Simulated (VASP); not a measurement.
# CdS (I-4m2) in VASP: single point with r2SCAN

Aim: the single point of CdS with r2SCAN.

Program: VASP 6.6.1. These are calculated values, not measurements. Logs are shortened: lines on timing, memory, paths and dates and some standing lists are left out, and cuts for length are marked.

## 1. The cell of the first run

The structure is tetragonal, space group I-4m2 (No. 119). The conventional cell has a = 4.157 Å, b = 4.157 Å, c = 5.967 Å, α = 90.00°, β = 90.00°, γ = 90.00°. Cd (site symmetry -4m2) has 4 S at 2.56 Å within 3.4 Å. S (site symmetry -4m2) has 4 Cd at 2.56 Å within 3.4 Å.

## 2. Single point, r2SCAN (uniaxial x strain +1.5%)

Contents of POSCAR:

```
CdS
1.0
    0.0000000000      2.9392148365      2.9392148365
    2.9833030590      0.0000000000      2.9392148365
    2.9833030590      2.9392148365      0.0000000000
Cd S
1 1
Direct
    0.0000000000      0.0000000000      0.0000000000
    0.2500000000      0.2500000000      0.2500000000
```

Contents of INCAR.step1:

```
PREC = Accurate ; ENCUT = 700
ISMEAR = 0 ; SIGMA = 0.01
LREAL = False ; LASPH = True
NELM = 120 ; NBANDS = 20
GGA = PE ; ALGO = Normal
EDIFF = 1E-5 ; LWAVE = True
LCHARG = False ; GGA_COMPAT = False
```

Contents of INCAR.step2:

```
PREC = Accurate ; ENCUT = 700
EDIFF = 1E-6 ; ISMEAR = 0
SIGMA = 0.01 ; LREAL = False
LASPH = True ; NELM = 120
ALGO = Normal ; ISIF = 2
LWAVE = False ; LCHARG = False
METAGGA = R2SCAN ; LMIXTAU = True
NBANDS = 20 ; ISTART = 1
GGA_COMPAT = False
```

Contents of KPOINTS:

```
Automatic mesh
0
Gamma
  8 8 8
```

Potentials or basis: VASP PAW PBE potentials, release 64 (Cd_sv_GW, S).

Launch:

```sh
$ cat potpaw_PBE.64/Cd_sv_GW/POTCAR potpaw_PBE.64/S/POTCAR > POTCAR
$ cp INCAR.step1 INCAR
$ mpirun -np 1 vasp_std > vasp.out
$ cp INCAR.step2 INCAR
$ mpirun -np 1 vasp_std > vasp.out
```

OUTCAR:

```text
PREC = Accurate
   ENCUT = 700
   EDIFF = 1E-6
   ISMEAR = 0
   LREAL = False
   LASPH = True
   NELM = 120
   ISIF = 2
   METAGGA = R2SCAN
   ISTART = 1

 ion  position               nearest neighbor table
   1  0.000  0.000  0.000-   2 2.56   2 2.56   2 2.56   2 2.56
   2  0.250  0.250  0.250-   1 2.56   1 2.56   1 2.56   1 2.56

  LATTYP: Found a body centered tetragonal cell.
 ALAT       =     4.1566774845
 C/A-ratio  =     1.4354267658

  Lattice vectors:

 A1 = (   2.9833030590,   0.0000000000,   2.9392148365)
 A2 = (   2.9833030590,   0.0000000000,  -2.9392148365)
 A3 = (  -2.9833030590,   2.9392148365,   0.0000000000)

Analysis of symmetry for initial positions (statically):
=====================================================================
 Subroutine PRICEL returns:
 Original cell was already a primitive cell.

 Routine SETGRP: Setting up the symmetry group for a
 body centered tetragonal supercell.

 Subroutine GETGRP returns: Found  8 space group operations
 (whereof  8 operations were pure point group operations)
 out of a pool of 16 trial point group operations.

The static configuration has the point symmetry D_2d.

Analysis of symmetry for dynamics (positions and initial velocities):
=====================================================================
 Subroutine PRICEL returns:
 Original cell was already a primitive cell.

 Routine SETGRP: Setting up the symmetry group for a
 body centered tetragonal supercell.

 Subroutine GETGRP returns: Found  8 space group operations
 (whereof  8 operations were pure point group operations)
 out of a pool of 16 trial point group operations.

The dynamic configuration has the point symmetry D_2d.

 Subroutine INISYM returns: Found  8 space group operations
 (whereof  8 operations are pure point group operations),
 and found     1 'primitive' translations

----------------------------------------------------------------------------------------

                                     Primitive cell

  volume of cell :      51.5454

  direct lattice vectors                    reciprocal lattice vectors
     0.000000000  2.939214837  2.939214837    -0.167599466  0.170113458  0.170113458
     2.983303059  0.000000000  2.939214837     0.167599466 -0.170113458  0.170113458
     2.983303059  2.939214837  0.000000000     0.167599466  0.170113458 -0.170113458

  length of vectors
     4.156677485  4.187968600  4.187968600     0.293200884  0.293200884  0.293200884

  position of ions in fractional coordinates (direct lattice)
     0.000000000  0.000000000  0.000000000
[... 77 lines left out ...]
   NELM   =    120;   NELMIN=  2; NELMDL=  0     # of ELM steps
   EDIFF  = 0.1E-05   stopping-criterion for ELM
   LREAL  =      F    real-space projection
   EDIFFG = 0.1E-04   stopping-criterion for IOM
   NSW    =      0    number of steps for IOM
   IBRION =     -1    ionic relax: 0-MD 1-quasi-New 2-CG
   NFREE  =      0    steps in history (QN), initial steepest desc. (CG)
   ISIF   =      2    stress and relaxation
   ISYM   =      2    0-nonsym 1-usesym 2-fastsym
   POTIM  = 0.5000    time-step for ionic-motion
   TEBEG  =    0.0;   TEEND  =   0.0 temperature during run
   PSTRESS=    0.0 pullay stress
   NELECT =      26.0000    total number of electrons
   NUPDOWN=      -1.0000    fix difference up-down
   EMIN   =  10.00;   EMAX   =-10.00  energy-range for DOS
   EFERMI =   0.00;   METHOD = LEGACY
   ISMEAR =     0;   SIGMA  =   0.01  broadening in eV -4-tet -1-fermi 0-gaus
   EFERMI_NEDOS =   21; number of points for ismear=-14 and -15
   IALGO  =     38    algorithm
   IMIX   =      4    mixing-type and parameters
     AMIX     =   0.40;   BMIX     =  1.00
     AMIX_MAG =   1.60;   BMIX_MAG =  1.00
  volume/ion in A,a.u.               =      25.77       173.92
  Fermi-wavevector in a.u.,A,eV,Ry     =   1.303175  2.462643 23.106285  1.698264
  Thomas-Fermi vector in A             =   2.434194
   LORBIT       =      0    0 simple, 1 ext, 2 COOP (PROOUT), +10 PAW based schemes
   METAGGA = R2SCAN    functional components
   LHFCALC =     F    Hartree Fock is set to
   AEXX    =    0.0000 exact exchange contribution
   IVDW    =     0    specifies the selected vdW correction
   LEPSILON=     F    determine dielectric tensor
   LRPA    =     F    only Hartree local field effects (RPA)
 non-spin polarized calculation
 Gauss-broadening in eV      SIGMA  =   0.01
  energy-cutoff  :      700.00
  volume of cell :       51.55
 maximum number of plane-waves:      2192
   NGX = 17   NGY = 19   NGZ = 19

 number of electron      25.9999995 magnetization

 Free energy of the ion-electron system (eV)
  ---------------------------------------------------
  ext. energy  EPLUGINS =         0.00000000
  ---------------------------------------------------
  free energy    TOTEN  =       -29.74656496 eV

  energy without entropy =      -29.74656496  energy(sigma->0) =      -29.74656496

 E-fermi :   2.3657     XC(G=0):  -9.6622

 val. band max:        2.2196186442   @ k =   0.0000   0.0000   0.0000
 cond. band min:       3.7124544278   @ k =   0.0000   0.0000   0.0000
 fundamental gap:      1.4928357836
 Fermi energy:         2.3656998440

 k-point     1 :       0.0000    0.0000    0.0000
  band No.  band energies     occupation
      1    -101.8454      2.00000
      2     -62.0055      2.00000
      3     -62.0055      2.00000
      4     -62.0016      2.00000
      5     -10.4212      2.00000
      6      -5.6664      2.00000
[... 541 lines left out ...]
     19      14.2823      0.00000
     20      14.8613      0.00000

 [... further k-points ...]

------------------------ aborting loop because EDIFF is reached ----------------------------------------

  FORCE on cell =-STRESS in cart. coord.  units (eV):
  Direction    XX          YY          ZZ          XY          YZ          ZX
  --------------------------------------------------------------------------------------
  -------------------------------------------------------------------------------------
  Total       -0.3900537     -0.2933795     -0.2933795      0.0000000      0.0000000      0.0000000
  in kB      -12.1239733     -9.1190661     -9.1190661      0.0000000      0.0000000      0.0000000
  external PRESSURE =     -10.1207018 kB  Pullay stress =       0.0000000 kB

 VOLUME and BASIS-vectors are now :
 -----------------------------------------------------------------------------
  energy-cutoff  :      700.00
  volume of cell :       51.55
      direct lattice vectors                 reciprocal lattice vectors
     0.000000000  2.939214837  2.939214837    -0.167599466  0.170113458  0.170113458
     2.983303059  0.000000000  2.939214837     0.167599466 -0.170113458  0.170113458
     2.983303059  2.939214837  0.000000000     0.167599466  0.170113458 -0.170113458

 POSITION                                       TOTAL-FORCE (eV/Angst)
 -----------------------------------------------------------------------------------
      0.00000      0.00000      0.00000         0.000000     -0.000000     -0.000000
      1.49165      1.46961      1.46961        -0.000000      0.000000      0.000000
 -----------------------------------------------------------------------------------
    total drift:                               -0.000000      0.000000     -0.000000

  FREE ENERGIE OF THE ION-ELECTRON SYSTEM (eV)
  ---------------------------------------------------
  free  energy   TOTEN  =       -29.7465649601 eV

  energy  without entropy=      -29.7465649601  energy(sigma->0) =      -29.74656496
```

OUTCAR.step1:

```text
PREC = Accurate
   ENCUT = 700
   ISMEAR = 0
   LREAL = False
   LASPH = True
[... 774 lines left out ...]
      0.00000      0.00000      0.00000        -0.000000      0.000000     -0.000000
      1.49165      1.46961      1.46961         0.000000     -0.000000      0.000000
 -----------------------------------------------------------------------------------
    total drift:                               -0.000000      0.000000     -0.000000

  FREE ENERGIE OF THE ION-ELECTRON SYSTEM (eV)
  ---------------------------------------------------
  free  energy   TOTEN  =        -6.2215597941 eV

  energy  without entropy=       -6.2215597941  energy(sigma->0) =       -6.22155979
```

It took 2.5 min on 1 thread of Intel Xeon 6975P-C (Granite Rapids), shared host; peak memory 0.29 GiB.

What came out:

* Free energy: -29.7466 eV
* Pressure: -1.0 GPa
* Band gap on the k mesh: 1.49 eV

Stress tensor (GPa, compression positive):
```
-1.21  0.00  0.00
 0.00 -0.91  0.00
 0.00  0.00 -0.91
```

Caveat: the cell differs from its parent crystal (uniaxial x strain +1.5%); the structure was generated, so it needn't be the stable form of CdS; the PAW data sets were made with another functional, which shifts forces and pressure a little.
